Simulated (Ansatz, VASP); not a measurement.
## Sb: VASP beside Ansatz

```
CELL_PARAMETERS angstrom
3.12240 0.00000 0.00000
0.00000 4.34752 0.00000
-0.03891 0.00000 4.40585
ATOMIC_POSITIONS crystal
Sb 0.98861 0.75000 0.75883
Sb 0.02740 0.25000 0.24117
```

Alike in both runs: task single point; functional PBE; k mesh 2 × 1 × 1; occupations gaussian, width 0.1 eV; no spin polarisation.

```csv
,VASP,Ansatz
version,VASP 6.6.1,Ansatz 0.2.0
potentials or method,"VASP PAW PBE potentials, release 64 (Sb)","scalar-relativistic, plane waves, norm-conserving potentials"
plane-wave cutoff (eV),500,1088
valence electrons in the cell,10,30
```

```tsv
	VASP	Ansatz	Ansatz less VASP
pressure (GPa)	13.6	13.4	-0.22
traceless stress, the component that is largest in VASP (GPa)	-18.74	-18.48	+0.252
rms of the force components (eV/Å)	0.426	0.415	-0.0102
```

Atom by atom the forces differ by 0.011 eV/Å (rms over components). VASP's potentials hold 10 valence electrons a cell and Ansatz's 30, so a difference there can come from the potentials and not from the codes.

The k mesh is coarse, so the values compare programs but aren't converged. Neither program's run includes spin-orbit coupling.
